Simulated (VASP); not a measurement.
Set up this calculation in VASP 6.6.1, as the native input.

```
Task                   : relaxation of cell and atoms
Functional             : PBE
Potentials or basis    : VASP PAW PBE potentials, release 64 (Mg, Sn_d)
Cutoff                 : 600 eV
k mesh                 : 12 × 12 × 12
Occupations            : fermi-dirac, width 0.15 eV
Spin                   : no spin polarisation
Dipole correction      : no
Further INCAR settings : ALGO = Normal; EDIFF = 1e-07; IBRION = 2; EDIFFG = -0.001; NSW = 80; ISIF = 3
```

The structure of Mg2Sn lies in POSCAR:

```
Mg2Sn
1.0
    0.0000000000      3.4084018731      3.4084018731
    3.4084018731      0.0000000000      3.4084018731
    3.4084018731      3.4084018731      0.0000000000
Mg Sn
2 1
Direct
    0.2500000000      0.2500000000      0.2500000000
    0.7500000000      0.7500000000      0.7500000000
    0.0000000000      0.0000000000      0.0000000000
```

One way to write it, as run:

INCAR

```
PREC = Accurate ; ENCUT = 600
EDIFF = 1E-7 ; ISMEAR = -1
SIGMA = 0.15 ; LREAL = F
LASPH = T ; NELM = 120
ALGO = Normal ; ISIF = 3
LWAVE = F ; LCHARG = F
GGA = PE ; IBRION = 2
NSW = 80 ; EDIFFG = -0.001
GGA_COMPAT = F ; NELMIN = 4
```

KPOINTS

```
Automatic mesh
0
Gamma
  12 12 12
```

Potentials or basis: VASP PAW PBE potentials, release 64 (Mg, Sn_d).

Command:

```bash
$ cat potpaw_PBE.64/Mg/POTCAR potpaw_PBE.64/Sn_d/POTCAR > POTCAR
$ mpirun -np 1 vasp_std > vasp.out
```

Results of the run:

```yaml
Relaxed_volume: 26.35 Å³/atom
Relaxed_cell: a = 4.817 Å, b = 4.817 Å, c = 4.817 Å, α = 60.00°, β = 60.00°, γ = 60.00°
Space_group_after_relaxing_to_0.1_Å: Fm-3m (No. 225)
Energy_gained_by_relaxing: 0.0 meV/atom
Ionic_steps: 4
Pressure_after_relaxing: 0.0 GPa
Band_gap_on_the_k_mesh: zero (bands 9 and 10 overlap by 0.19 eV)
```

Caveat: spin-orbit coupling is left out, which moves the levels of the heavy elements.

Wall time 3 min on 1 thread of Intel(R) Xeon(R) Platinum 8259CL CPU @ 2.50GHz (Skylake/Cascade Lake) (shared host), peak memory 0.32 GiB.
